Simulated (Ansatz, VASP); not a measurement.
Two plane-wave programs on Al4P

```
Al P
1.0
    -2.09607    2.09607    4.10415
     2.09607   -2.09607    4.10415
     2.09607    2.09607   -4.10415
Al P
4 1
Direct
  0.23700 0.23700 0.00000
  0.76300 0.76300 0.00000
  0.50000 0.00000 0.50000
  0.00000 0.50000 0.50000
  0.00000 0.00000 0.00000
```

Change from the starting cell: species swapped into the SnF4 type (I4/mmm, No. 139).

Alike in both runs: task single point; functional PBE; k mesh 6 × 6 × 6; occupations gaussian, width 0.1 eV; no spin polarisation.

|  | VASP | Ansatz |
| --- | --- | --- |
| version | VASP 6.6.1 | Ansatz 0.2.0 |
| potentials or method | VASP PAW PBE potentials, release 64 (Al, P), cutoff 520 eV | scalar-relativistic, plane waves, PAW |
| valence electrons in the cell | 17 | 17 |

|  | VASP | Ansatz | Ansatz less VASP |
| --- | --- | --- | --- |
| gap on the k mesh at the Fermi level (eV) | none | none | - |
| rms of the force components (eV/Å) | 3.088 | 3.103 | +0.0142 |

Atom by atom the forces differ by 0.014 eV/Å (rms over components). A gap of «none» marks a metal or a gap that the smearing closes.
